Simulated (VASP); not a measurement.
## Mo: single point with r2SCAN

Crystal: Mo.

```xyz
1
Lattice="-1.5764 1.5764 1.5764 1.5764 -1.5764 1.5764 1.5764 1.5764 -1.5764" Properties=species:S:1:pos:R:3 pbc="T T T"
Mo    0.0000    0.0000    0.0000
```

```yaml
Program: VASP 6.6.1
Task: single point
Functional: r2SCAN
Potentials_or_basis: VASP PAW PBE potentials, release 64 (Mo_sv)
Cutoff: 520 eV
k_mesh: 15 × 15 × 15
Occupations: fermi-dirac, width 0.1 eV
Spin: no spin polarisation
Dipole_correction: no
Further_INCAR_settings: ALGO = Normal; EDIFF = 1e-06; NBANDS = 13
```

| Item | Value |
| --- | --- |
| Pressure | 0.7 GPa |
| Band gap on the k mesh | zero (band 7 reaches 16.33 eV, above the bottom of band 8 at 11.09 eV) |

Levels at points of the mesh, in eV from the Fermi level:
| k point | band 5 | band 6 | band 7 | band 8 | band 9 | band 10 |
| --- | --- | --- | --- | --- | --- | --- |
| (0.00, 0.00, 0.00) | -7.62 | -1.39 | -1.39 | -1.39 | 1.94 | 1.94 |

Wall time 2.7 min on 1 thread of AMD EPYC 7R13, with other jobs on the host, peak memory 0.11 GiB.

Caveat: the PAW data sets were made with another functional, which shifts forces and pressure a little.
